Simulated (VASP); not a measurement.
# Si (I4_1/amd) in VASP: notebook, part 2 of 2

VASP 6.6.1. Earlier steps stand in the parts before.

## 4. Single point, LDA

This run uses another cell than the first one, of 14.65 Å³/atom.

File INCAR:

```
SYSTEM = Si
PREC = Accurate ; ENCUT = 520
EDIFF = 1E-6 ; ISMEAR = -1
SIGMA = 0.05 ; LREAL = .False.
LASPH = .True. ; NELM = 100
ALGO = Normal ; ISIF = 2
LWAVE = .False. ; LCHARG = .False.
GGA = CA ; NBANDS = 11
```

File KPOINTS:

```
Automatic mesh
0
Gamma
  11 11 11
  0 0 0
```

File POSCAR:

```
Si
1.0
   -2.3554565746      2.3554565746      1.3203438769
    2.3554565746     -2.3554565746      1.3203438769
    2.3554565746      2.3554565746     -1.3203438769
Si
2
Direct
    0.5000000000      0.5000000000      0.0000000000
    0.2500000000      0.7500000000      0.5000000000
```

Potentials or basis: VASP PAW LDA potentials, release 64 (Si).

The run is started by

```sh
$ cat potpaw_LDA.64/Si/POTCAR > POTCAR
$ mpirun -np 1 vasp_std > vasp.out
```

OUTCAR:

```text
SYSTEM = Si
   PREC = Accurate
   ENCUT = 520
   EDIFF = 1E-6
   ISMEAR = -1
   LREAL = .False.
   LASPH = .True.
   NELM = 100
   ISIF = 2
   GGA = CA

 ion  position               nearest neighbor table
   1  0.500  0.500  0.000-   2 2.45   2 2.45   2 2.45   2 2.45   2 3.08   2 3.08   2 3.08   2 3.08

   2  0.250  0.750  0.500-   1 2.45   1 2.45   1 2.45   1 2.45   1 3.08   1 3.08   1 3.08   1 3.08

  LATTYP: Found a body centered tetragonal cell.
 ALAT       =     4.7109131492
 C/A-ratio  =     0.5605468983

  Lattice vectors:

 A1 = (  -2.3554565746,   2.3554565746,   1.3203438769)
 A2 = (   2.3554565746,  -2.3554565746,   1.3203438769)
 A3 = (   2.3554565746,   2.3554565746,  -1.3203438769)

Analysis of symmetry for initial positions (statically):
=====================================================================
 Subroutine PRICEL returns:
 Original cell was already a primitive cell.

 Routine SETGRP: Setting up the symmetry group for a
 body centered tetragonal supercell.

 Subroutine GETGRP returns: Found 16 space group operations
[... 176 lines left out ...]
      2       7.1544      2.00000
      3       7.1544      2.00000
      4       7.9117      2.00000
      5      11.1253      0.00000
      6      17.2009      0.00000
      7      18.8073      0.00000
      8      18.8282      0.00000
      9      18.8282      0.00000
     10      19.9317      0.00000
     11      20.3926      0.00000
[... 309 lines left out ...]
 k-point    24 :      -0.1818    0.1818    0.0000
  band No.  band energies     occupation
      1      -3.9894      2.00000
      2       3.9426      2.00000
      3       7.5376      2.00000
      4       9.5828      1.41142
      5      13.7144      0.00000
      6      14.6452      0.00000
      7      16.9047      0.00000
      8      18.3929      0.00000
      9      18.9620      0.00000
     10      19.7974      0.00000
     11      21.2922      0.00000

 [... further k-points ...]

------------------------ aborting loop because EDIFF is reached ----------------------------------------

  FORCE on cell =-STRESS in cart. coord.  units (eV):
  Direction    XX          YY          ZZ          XY          YZ          ZX
  --------------------------------------------------------------------------------------
  -------------------------------------------------------------------------------------
  Total        0.4108674      0.4108674      0.0662840      0.0000000      0.0000000      0.0000000
  in kB       22.4654443     22.4654443      3.6242808      0.0000000      0.0000000      0.0000000
  external PRESSURE =      16.1850565 kB  Pullay stress =       0.0000000 kB

 VOLUME and BASIS-vectors are now :
 -----------------------------------------------------------------------------
  energy-cutoff  :      520.00
  volume of cell :       29.30
      direct lattice vectors                 reciprocal lattice vectors
    -2.355456575  2.355456575  1.320343877     0.000000000  0.212273071  0.378689225
     2.355456575 -2.355456575  1.320343877     0.212273071  0.000000000  0.378689225
     2.355456575  2.355456575 -1.320343877     0.212273071  0.212273071  0.000000000

 POSITION                                       TOTAL-FORCE (eV/Angst)
 -----------------------------------------------------------------------------------
      0.00000      0.00000      1.32034         0.000000     -0.000000      0.000000
      2.35546      0.00000      0.66017        -0.000000      0.000000     -0.000000
 -----------------------------------------------------------------------------------
    total drift:                                0.000000      0.000000      0.000000

  FREE ENERGIE OF THE ION-ELECTRON SYSTEM (eV)
  ---------------------------------------------------
  free  energy   TOTEN  =       -11.4903999987 eV

  energy  without entropy=      -11.4836538550  energy(sigma->0) =      -11.48702693
```

OSZICAR:

```text
N       E                     dE             d eps       ncg     rms          rms(c)
DAV:   1     0.411127494205E+01    0.41113E+01   -0.33868E+03  2780   0.608E+02
DAV:   2    -0.111204050262E+02   -0.15232E+02   -0.14691E+02  3646   0.846E+01
DAV:   3    -0.115274078929E+02   -0.40700E+00   -0.40348E+00  3617   0.113E+01
DAV:   4    -0.115292367858E+02   -0.18289E-02   -0.18286E-02  3386   0.938E-01
DAV:   5    -0.115292448927E+02   -0.81069E-05   -0.81073E-05  3496   0.562E-02    0.453E+00
DAV:   6    -0.115047948348E+02    0.24450E-01   -0.51951E-03  3270   0.332E-01    0.262E+00
DAV:   7    -0.114904867469E+02    0.14308E-01   -0.10955E-02  3142   0.502E-01    0.190E-01
DAV:   8    -0.114904139437E+02    0.72803E-04   -0.84239E-04  3310   0.162E-01    0.437E-02
DAV:   9    -0.114903999706E+02    0.13973E-04   -0.25015E-05  3508   0.280E-02    0.296E-02
DAV:  10    -0.114903999987E+02   -0.28055E-07   -0.15462E-06  2737   0.776E-03
   1 F= -.11490400E+02 E0= -.11487027E+02  d E =-.674614E-02
```

It took 18 s on 1 thread of Intel Xeon Platinum 8488C (Sapphire Rapids), shared host; peak memory 0.15 GiB.

What came out:

| Item | Value |
| --- | --- |
| Free energy | -11.4904 eV |
| Pressure | 1.6 GPa |
| Band gap on the k mesh | zero (bands 4 and 5 overlap by 6.08 eV) |

Levels at points of the mesh, in eV from the Fermi level:
```csv
k point,band 1,band 2,band 3,band 4,band 5,band 6,band 7,band 8,band 9
"(0.00, 0.00, 0.00)",-14.04,-2.47,-2.47,-1.71,1.50,7.57,9.18,9.20,9.20
```

## 5. Single point, PBEsol

This run uses another cell than the first one, of 14.65 Å³/atom.

File INCAR:

```
  PREC = Accurate
  ENCUT = 520
  EDIFF = 1E-7
  ISMEAR = -1
  SIGMA = 0.05
  LREAL = F
  LASPH = T
  NELM = 80
  ALGO = Normal
  ISIF = 2
  LWAVE = F
  LCHARG = F
  GGA = PS
  NBANDS = 11
```

File KPOINTS:

```
Automatic mesh
0
Gamma
  11 11 11
```

POSCAR is that of step 4.

Potentials or basis: VASP PAW PBE potentials, release 64 (Si).

The run is started by

```sh
$ cat potpaw_PBE.64/Si/POTCAR > POTCAR
$ mpirun -np 1 vasp_std > vasp.out
```

OUTCAR:

```text
PREC = Accurate
   ENCUT = 520
   EDIFF = 1E-7
   ISMEAR = -1
   LREAL = F
   LASPH = T
   NELM = 80
   ISIF = 2
   GGA = PS

 ion  position               nearest neighbor table
   1  0.500  0.500  0.000-   2 2.45   2 2.45   2 2.45   2 2.45   2 3.08   2 3.08   2 3.08   2 3.08

   2  0.250  0.750  0.500-   1 2.45   1 2.45   1 2.45   1 2.45   1 3.08   1 3.08   1 3.08   1 3.08

  LATTYP: Found a body centered tetragonal cell.
 ALAT       =     4.7109131492
 C/A-ratio  =     0.5605468983

  Lattice vectors:

 A1 = (  -2.3554565746,   2.3554565746,   1.3203438769)
 A2 = (   2.3554565746,  -2.3554565746,   1.3203438769)
 A3 = (   2.3554565746,   2.3554565746,  -1.3203438769)

Analysis of symmetry for initial positions (statically):
=====================================================================
 Subroutine PRICEL returns:
 Original cell was already a primitive cell.

 Routine SETGRP: Setting up the symmetry group for a
 body centered tetragonal supercell.

 Subroutine GETGRP returns: Found 16 space group operations
 (whereof  8 operations were pure point group operations)
 out of a pool of 16 trial point group operations.

The static configuration has the point symmetry D_2d.
[... 167 lines left out ...]
 Fermi energy:         9.6144577833

 k-point     1 :       0.0000    0.0000    0.0000
  band No.  band energies     occupation
      1      -4.4815      2.00000
      2       7.1278      2.00000
      3       7.1278      2.00000
      4       7.9524      2.00000
      5      11.0155      0.00000
      6      17.2393      0.00000
      7      18.9146      0.00000
      8      18.9146      0.00000
      9      18.9248      0.00000
     10      19.9235      0.00000
     11      20.4588      0.00000
[... 309 lines left out ...]
 k-point    24 :      -0.1818    0.1818    0.0000
  band No.  band energies     occupation
      1      -4.0531      2.00000
      2       3.9130      2.00000
      3       7.5128      2.00000
      4       9.5788      1.34210
      5      13.6575      0.00000
      6      14.6631      0.00000
      7      16.9310      0.00000
      8      18.4848      0.00000
      9      19.0421      0.00000
     10      19.8116      0.00000
     11      21.3044      0.00000

 [... further k-points ...]
[... 5 lines left out ...]
  --------------------------------------------------------------------------------------
  -------------------------------------------------------------------------------------
  Total        0.7677415      0.7677415      0.3092714      0.0000000     -0.0000000      0.0000000
  in kB       41.9786403     41.9786403     16.9103692      0.0000000     -0.0000000      0.0000000
  external PRESSURE =      33.6225499 kB  Pullay stress =       0.0000000 kB

 VOLUME and BASIS-vectors are now :
 -----------------------------------------------------------------------------
  energy-cutoff  :      520.00
  volume of cell :       29.30
      direct lattice vectors                 reciprocal lattice vectors
    -2.355456575  2.355456575  1.320343877     0.000000000  0.212273071  0.378689225
     2.355456575 -2.355456575  1.320343877     0.212273071  0.000000000  0.378689225
     2.355456575  2.355456575 -1.320343877     0.212273071  0.212273071  0.000000000

 POSITION                                       TOTAL-FORCE (eV/Angst)
 -----------------------------------------------------------------------------------
      0.00000      0.00000      1.32034         0.000000      0.000000     -0.000000
      2.35546      0.00000      0.66017        -0.000000     -0.000000      0.000000
 -----------------------------------------------------------------------------------
    total drift:                                0.000000      0.000000      0.000000

  FREE ENERGIE OF THE ION-ELECTRON SYSTEM (eV)
  ---------------------------------------------------
  free  energy   TOTEN  =       -11.1031898788 eV

  energy  without entropy=      -11.0965044645  energy(sigma->0) =      -11.09984717
```

OSZICAR:

```text
N       E                     dE             d eps       ncg     rms          rms(c)
DAV:   1     0.415001258854E+01    0.41500E+01   -0.33846E+03  2780   0.608E+02
DAV:   2    -0.107536359035E+02   -0.14904E+02   -0.14364E+02  3619   0.842E+01
DAV:   3    -0.111413013244E+02   -0.38767E+00   -0.38457E+00  3614   0.109E+01
DAV:   4    -0.111428771131E+02   -0.15758E-02   -0.15756E-02  3365   0.859E-01
DAV:   5    -0.111428833442E+02   -0.62311E-05   -0.62316E-05  3491   0.490E-02    0.453E+00
DAV:   6    -0.111179910438E+02    0.24892E-01   -0.50500E-03  3216   0.333E-01    0.260E+00
DAV:   7    -0.111032807512E+02    0.14710E-01   -0.10698E-02  3101   0.509E-01    0.208E-01
DAV:   8    -0.111032037882E+02    0.76963E-04   -0.66264E-04  3354   0.144E-01    0.506E-02
DAV:   9    -0.111031901278E+02    0.13660E-04   -0.24810E-05  3369   0.275E-02    0.267E-02
DAV:  10    -0.111031898471E+02    0.28071E-06   -0.15263E-06  3567   0.750E-03    0.399E-03
DAV:  11    -0.111031898788E+02   -0.31747E-07   -0.39378E-08  2012   0.123E-03
   1 F= -.11103190E+02 E0= -.11099847E+02  d E =-.668541E-02
```

stdout:

```text
POSCAR found type information on POSCAR Si
 POSCAR found :  1 types and       2 ions
 scaLAPACK will be used
 -----------------------------------------------------------------------------
|                                                                             |
|                                                                             |
|     You enforced a specific xc type in the INCAR file but a different       |
|     I HOPE YOU KNOW WHAT YOU ARE DOING!                                     |
|                                                                             |
 -----------------------------------------------------------------------------

 LDA part: xc-table for (Slater+PW92), standard interpolation
 POSCAR, INCAR and KPOINTS ok, starting setup
 FFT: planning ... GRIDC
 FFT: planning ... GRID_SOFT
 FFT: planning ... GRID
 WAVECAR not read
 entering main loop
```

It took 19 s on 1 thread of Intel Xeon Platinum 8488C (Sapphire Rapids), shared host; peak memory 0.16 GiB.

What came out:

| Property | Result |
| --- | --- |
| Free energy | -11.1032 eV |
| Pressure | 3.4 GPa |
| Band gap on the k mesh | zero (bands 4 and 5 overlap by 6.12 eV) |

Caveat: the cell stands under pressure; the PAW data sets were made with another functional, which shifts forces and pressure a little.

## 6. The runs side by side

| level | potentials or basis | cell | gap on the mesh (eV) | pressure (GPa) |
| --- | --- | --- | --- | --- |
| PBEsol | VASP PAW PBE potentials, release 64 (Si) | a = 3.534 Å, angles 97.8, 97.8, 136.8°, 2 atoms | none | 9.3 |
| LDA | VASP PAW LDA potentials, release 64 (Si) | a = 3.559 Å, angles 97.8, 97.8, 136.8°, 2 atoms | none | 4.3 |
| LDA | VASP PAW LDA potentials, release 64 (Si) | a = 3.583 Å, angles 97.8, 97.8, 136.8°, 2 atoms | none | 1.6 |
| PBEsol | VASP PAW PBE potentials, release 64 (Si) | a = 3.583 Å, angles 97.8, 97.8, 136.8°, 2 atoms | none | 3.4 |

Alike in all rows: task single point; no spin polarisation; k mesh 11 × 11 × 11; cutoff (eV) 520; smearing fermi-dirac 0.05 eV.

Caveats: the cell stands under pressure (at least some runs); the PAW data sets were made with another functional, which shifts forces and pressure a little (at least some runs).

Absolute energies hang on the potentials; compare differences alone.
